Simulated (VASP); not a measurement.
Runs of VASP 6.6.1 on In. The structure is that of space group Fm-3m (No. 225), or close to it. The cells are those of the table. This isn't the form of In at room conditions, which is tetragonal.

```csv
task,spin,cell,k mesh,cutoff (eV),gap on the mesh (eV),pressure (GPa)
single point,off,"a = 3.340 Å, angles 60.0°, 1 atom",19 × 19 × 19,520,none,(b)
single point,"non-collinear, zero start, SOC","a = 3.386 Å, angles 60.0°, 1 atom",11 × 11 × 11,520,-,-0.1
single point,off,"a = 3.474 Å, angles 60.0°, 1 atom",19 × 19 × 19,520,none,-2.2
relaxation of cell and atoms,off,"relaxed from a = 3.331 Å, angles 60.0°, 1 atom",12 × 12 × 12,600,none,0.0
single point,off,"a = 3.386 Å, angles 60.0°, 1 atom",19 × 19 × 19,520,none,0.0
single point,off,"a = 3.516 Å, angles 60.0°, 1 atom",19 × 19 × 19,520,none,-3.0
single point,off,"a = 3.386 Å, angles 60.0°, 1 atom",12 × 12 × 12,520,none,0.0
single point,off,"a = 3.431 Å, angles 60.0°, 1 atom",19 × 19 × 19,520,none,-1.2
single point,off,"a = 3.293 Å, angles 60.0°, 1 atom",19 × 19 × 19,520,none,3.7
single point,off,"a = 3.245 Å, angles 60.0°, 1 atom",19 × 19 × 19,520,none,(a)
```

Alike in all rows: level PBE; potentials or basis VASP PAW PBE potentials, release 64 (In_d); smearing fermi-dirac 0.1 eV.

Problem. Fill in the values left out.

Solution. (a) 6.4; (b) 1.6.

Caveats: spin-orbit coupling is left out, which moves the levels of the heavy elements (at least some runs); the cell stands under pressure (at least some runs).

A k mesh can miss the band edges, and rows without SOC leave out spin-orbit coupling on In.

A gap of «none» marks levels without a gap at the run's occupations.
